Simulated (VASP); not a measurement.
# BeTe (F-43m) in VASP: a series of runs, part 2 of 2

VASP 6.6.1. Earlier steps stand in the parts before.

## Step 3: Relaxation of cell and atoms, PBEsol, target pressure 30 GPa, at which the enthalpy is minimised

Input file INCAR:

```
PREC = Accurate
ENCUT = 600
EDIFF = 1E-6
ISMEAR = -1
SIGMA = 0.05
LREAL = False
LASPH = True
NELM = 80
ALGO = Normal
ISIF = 3
LWAVE = False
LCHARG = False
GGA = PS
IBRION = 2
NSW = 80
EDIFFG = -0.01
PSTRESS = 300.0
```

Input file KPOINTS:

```
regular mesh
0
Gamma
  8 8 8
```

Input file POSCAR:

```
BeTe
1.0
    0.0000000000      2.7700000000      2.7700000000
    2.7700000000      0.0000000000      2.7700000000
    2.7700000000      2.7700000000      0.0000000000
Te Be
1 1
Direct
    0.7500000000      0.7500000000      0.7500000000
    0.0000000000      0.0000000000      0.0000000000
```

Potentials or basis: VASP PAW PBE potentials, release 64 (Te, Be).

Command:

```console
cat potpaw_PBE.64/Te/POTCAR potpaw_PBE.64/Be/POTCAR > POTCAR
mpirun -np 1 vasp_std > vasp.out
```

OUTCAR:

```text
PREC = Accurate
   ENCUT = 600
   EDIFF = 1E-6
   ISMEAR = -1
   LREAL = False
   LASPH = True
   NELM = 80
   ISIF = 3
   GGA = PS
   IBRION = 2
   NSW = 80
   EDIFFG = -0.01
   PSTRESS = 300.0

 ion  position               nearest neighbor table
   1  0.750  0.750  0.750-   2 2.40   2 2.40   2 2.40   2 2.40
   2  0.000  0.000  0.000-   1 2.40   1 2.40   1 2.40   1 2.40

  LATTYP: Found a face centered cubic cell.
 ALAT       =     5.5400000000

  Lattice vectors:

 A1 = (   0.0000000000,   2.7700000000,   2.7700000000)
 A2 = (   2.7700000000,   0.0000000000,   2.7700000000)
 A3 = (   2.7700000000,   2.7700000000,   0.0000000000)

Analysis of symmetry for initial positions (statically):
=====================================================================
 Subroutine PRICEL returns:
 Original cell was already a primitive cell.

 Routine SETGRP: Setting up the symmetry group for a
 face centered cubic supercell.

 Subroutine GETGRP returns: Found 24 space group operations
 (whereof 24 operations were pure point group operations)
 out of a pool of 48 trial point group operations.

The static configuration has the point symmetry T_d .

Analysis of symmetry for dynamics (positions and initial velocities):
=====================================================================
 Subroutine PRICEL returns:
[... 126 lines left out ...]
   IALGO  =     38    algorithm
   IMIX   =      4    mixing-type and parameters
     AMIX     =   0.40;   BMIX     =  1.00
     AMIX_MAG =   1.60;   BMIX_MAG =  1.00
  volume/ion in A,a.u.               =      21.25       143.43
  Fermi-wavevector in a.u.,A,eV,Ry     =   0.938170  1.772885 11.975354  0.880164
  Thomas-Fermi vector in A             =   2.065355
   LORBIT       =      0    0 simple, 1 ext, 2 COOP (PROOUT), +10 PAW based schemes
   GGA     = PS    functional components
   LHFCALC =     F    Hartree Fock is set to
   AEXX    =    0.0000 exact exchange contribution
   IVDW    =     0    specifies the selected vdW correction
   LEPSILON=     F    determine dielectric tensor
   LRPA    =     F    only Hartree local field effects (RPA)
 conjugate gradient relaxation of ions
 non-spin polarized calculation
  energy-cutoff  :      600.00
  volume of cell :       42.51
 maximum number of plane-waves:      1433
   NGX = 15   NGY = 15   NGZ = 15

--------------------------------------- Ionic step        1  -------------------------------------------

 number of electron       8.0000000 magnetization

 Free energy of the ion-electron system (eV)
  ---------------------------------------------------
  ext. energy  EPLUGINS =         0.00000000
  ---------------------------------------------------
  free energy    TOTEN  =        -8.20301167 eV

  energy without entropy =       -8.20301167  energy(sigma->0) =       -8.20301167

 E-fermi :   6.4290     XC(G=0):  -9.3986

 val. band max:        5.5694021201   @ k =   0.0000   0.0000   0.0000
 cond. band min:       7.2971425965   @ k =   0.5000   0.5000   0.0000
 fundamental gap:      1.7277404764
 Fermi energy:         6.4290181366
[... 688 lines left out ...]
--------------------------------------- Ionic step        5  -------------------------------------------

 number of electron       8.0000000 magnetization

 Free energy of the ion-electron system (eV)
  ---------------------------------------------------
  ext. energy  EPLUGINS =         0.00000000
  ---------------------------------------------------
  free energy    TOTEN  =        -7.40711282 eV

  energy without entropy =       -7.40711203  energy(sigma->0) =       -7.40711242

 E-fermi :   9.3398     XC(G=0): -10.4120

 val. band max:        8.8557638396   @ k =   0.0000   0.0000   0.0000
 cond. band min:       9.8238354969   @ k =   0.5000   0.5000   0.0000
 fundamental gap:      0.9680716573
 Fermi energy:         9.3397555955
[... 297 lines left out ...]
  energy  without entropy=       -7.4071120309  energy(sigma->0) =       -7.40711242

  enthalpy is  TOTEN    =        -1.1774960975 eV   P V=        6.2296167194

 reached required accuracy - stopping structural energy minimisation
```

CONTCAR:

```text
BeTe
   1.00000000000000
     0.0000000000000000    2.5527417801149501    2.5527417801149501
     2.5527417801149501   -0.0000000000000000    2.5527417801149501
     2.5527417801149501    2.5527417801149501   -0.0000000000000000
  Te              Be
     1     1
Direct
     0.7500000000000000    0.7500000000000000    0.7500000000000000
     0.0000000000000000    0.0000000000000000    0.0000000000000000

  0.00000000E+00  0.00000000E+00  0.00000000E+00
  0.00000000E+00  0.00000000E+00  0.00000000E+00
```

Wall time 38 s (1 thread of Intel Xeon Platinum 8375C at 2.90GHz (Ice Lake), shared host); peak memory 0.19 GiB.

Results:

* Free energy: -7.4071 eV
* Relaxed volume: 16.63 Å³/atom
* Relaxed cell: a = 3.610 Å, b = 3.610 Å, c = 3.610 Å, α = 60.00°, β = 60.00°, γ = 60.00°
* Space group after relaxing (to 0.05 Å): F-43m (No. 216)
* Energy change on relaxing (the enthalpy is what falls): +397.9 meV/atom
* Ionic steps: 5
* Pressure after relaxing: 30.0 GPa
* Band gap on the k mesh: 0.97 eV, indirect (least direct gap 3.21 eV)

The path:
| step | energy change (eV) | largest force (eV/Å) | pressure (GPa) | volume (Å³) |
| --- | --- | --- | --- | --- |
| 1 | 0.0000 | 0.0000 | 2.54 | 42.51 |
| 2 | 4.7699 | 0.0000 | 125.13 | 23.81 |
| 3 | 0.6698 | 0.0000 | 26.64 | 33.98 |
| 4 | 0.7647 | 0.0000 | 29.18 | 33.44 |
| 5 | 0.7959 | 0.0000 | 30.00 | 33.27 |

Final structure:
```
Te Be
1.0
     0.00000    2.55274    2.55274
     2.55274    0.00000    2.55274
     2.55274    2.55274    0.00000
Te Be
1 1
Cartesian
  3.8291 3.8291 3.8291
  0.0000 0.0000 0.0000
```

Caveat: the cell is relaxed towards a set pressure, so the enthalpy falls and the energy may rise; the volume moved by over 15 % at a fixed basis, so the end points are rough; the PAW data sets were made with another functional, which shifts forces and pressure a little; spin-orbit coupling is left out, which moves the levels of the heavy elements. PBEsol gaps usually lie below the measured ones, often by a third to a half.
